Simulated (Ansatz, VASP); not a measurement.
## Two plane-wave programs on Pd

INCAR

```
SYSTEM = Pd
  PREC = Accurate
  ENCUT = 520
  EDIFF = 1E-7
  ISMEAR = 0
  SIGMA = 0.15
  LREAL = .FALSE.
  LASPH = .TRUE.
  NELM = 80
  ALGO = Normal
  ISIF = 2
  LWAVE = .FALSE.
  LCHARG = .FALSE.
  GGA = CA
  NBANDS = 11
```

Contents of KPOINTS:

```
regular mesh
0
G
  22 22 22
  0 0 0
```

The input POSCAR:

```
Pd
1.0
   -1.4464985200      1.4464985200      1.6980634800
    1.4464985200     -1.4464985200      1.6980634800
    1.4464985200      1.4464985200     -1.6980634800
Pd
1
Direct
    0.0000000000      0.0000000000      0.0000000000
```

Input for Ansatz:

```yaml
crystal:
  lattice:
    - [-1.44649852, 1.44649852, 1.69806348]
    - [1.44649852, -1.44649852, 1.69806348]
    - [1.44649852, 1.44649852, -1.69806348]
  atoms:
    - { symbol: Pd, position: [0.0, 0.0, 0.0] }
basis:
  ecutwfc: 420
kpoints:
  mp_grid: { grid: [22, 22, 22] }
hamiltonian:
  xc: lda
scf:
  occupations: { method: gaussian, width: 0.15 }
output:
  forces: true
  stress: true
  eigenvalues: true
```

Change from the starting cell: strain -0.080 along x and y, +0.080 along z, atoms carried along.

Alike in both runs: task single point; functional LDA; k mesh 22 × 22 × 22; occupations gaussian, width 0.15 eV; no spin polarisation.

```csv
,VASP,Ansatz
version,VASP 6.6.1,Ansatz 0.2.0
potentials or method,"VASP PAW LDA potentials, release 64 (Pd), cutoff 520 eV","scalar-relativistic, plane waves, PAW"
valence electrons in the cell,10,18
```

```csv
,VASP,Ansatz,Ansatz less VASP
gap on the k mesh at the Fermi level (eV),none,none,-
pressure (GPa),0.4,0.1,-0.24
"traceless stress, the component that is largest in VASP (GPa)",3.11,3.15,+0.044
```

LDA's correlation is that of Perdew and Zunger in VASP and of Perdew and Wang (1992) in Ansatz. A gap of «none» marks a metal or a gap that the smearing closes. VASP's potentials hold 10 valence electrons a cell and Ansatz's 18, so a difference there can come from the potentials and not from the codes.
